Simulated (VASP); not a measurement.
Wanted: the native input for a VASP 6.6.1 run.

| Quantity | Value |
| --- | --- |
| Task | relaxation of cell and atoms |
| Functional | PBE |
| Potentials or basis | VASP PAW PBE potentials, release 64 (Ga_d, Te, O) |
| Cutoff | 600 eV |
| k mesh | 4 × 4 × 2 |
| Occupations | gaussian, width 0.1 eV |
| Spin | no spin polarisation |
| Dipole correction | no |
| Further INCAR settings | ALGO = Normal; EDIFF = 1e-06; IBRION = 2; EDIFFG = -0.04; NSW = 90; ISIF = 3 |

The structure of GaTe3O2 lies in POSCAR:

```
GaTe3O2
1.0
    4.0092565200      0.0000000000      0.0000000000
    0.0000000000      4.0092565200      0.0000000000
    0.0000000000      0.0000000000      8.8327685400
Ga Te O
1 3 2
Direct
    0.0000000000      0.0000000000      0.0000000000
    0.0000000000      0.5000000000      0.3835000100
    0.5000000000      0.0000000000      0.6164999900
    0.5000000000      0.5000000000      0.0000000000
    0.0000000000      0.5000000000      0.7315000300
    0.5000000000      0.0000000000      0.2684999700
```

The cell was generated, and may not be a known phase.

These files were run (other wordings do the same):

INCAR

```
PREC = Accurate
ENCUT = 600
EDIFF = 1E-6
ISMEAR = 0
SIGMA = 0.1
LREAL = False
LASPH = True
NELM = 80
ALGO = Normal
ISIF = 3
LWAVE = False
LCHARG = False
GGA = PE
IBRION = 2
NSW = 90
EDIFFG = -0.04
```

KPOINTS

```
regular mesh
0
Gamma
  4 4 2
```

Potentials or basis: VASP PAW PBE potentials, release 64 (Ga_d, Te, O).

The run is started by

```sh
$ cat potpaw_PBE.64/Ga_d/POTCAR potpaw_PBE.64/Te/POTCAR potpaw_PBE.64/O/POTCAR > POTCAR
$ mpirun -np 1 vasp_std > vasp.out
```

Results of the run:

* Relaxed volume: 24.41 Å³/atom
* Relaxed cell: a = 4.304 Å, b = 4.304 Å, c = 7.906 Å, α = 90.00°, β = 90.00°, γ = 90.00°
* Space group after relaxing (to 0.1 Å): P-4m2 (No. 115)
* Pressure after relaxing: 0.0 GPa
* Largest force after relaxing: 0.033 eV/Å
* Band gap on the k mesh: zero (an odd number of electrons rules out a gap without spin polarisation)

Caveat: the k points lie up to 0.40 Å⁻¹ apart in the final cell, too coarse for converged energies and pressures of a metal; spin-orbit coupling is left out, which moves the levels of the heavy elements; an odd number of electrons without spin polarisation forces a metal; a magnetic or distorted state may lie lower.

It took 33 min on 1 thread of Intel(R) Xeon(R) Platinum 8488C (Sapphire Rapids), with other jobs on the host, peak memory 0.33 GiB.
